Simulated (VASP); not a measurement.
Co:

```
CELL_PARAMETERS angstrom
2.34016 0.00000 0.00000
0.00000 2.34016 0.00000
0.00000 0.00000 2.34016
ATOMIC_POSITIONS crystal
Co 0.00000 0.00000 0.00000
```

Base run:

| Property | Result |
| --- | --- |
| Program | VASP 6.6.1 |
| Functional | PBE |
| Potentials or basis | VASP PAW PBE potentials, release 64 (Co) |
| Cutoff | 520 eV |
| k mesh | 17 × 17 × 17 |
| Occupations | fermi-dirac, width 0.05 eV |
| Spin | collinear spin, ferromagnetic start |
| Starting moments | [1.7] μB |

Its results: net moment 1.87 μB per cell.

The run is repeated on the same cell with these changes: further incar settings from ALGO = Normal; EDIFF = 1e-06 to ALGO = Normal; EDIFF = 1e-07; NBANDS = 14; moments at the start from [1.7] to [0.2]. What comes out?

Net moment 0.00 μB per cell.
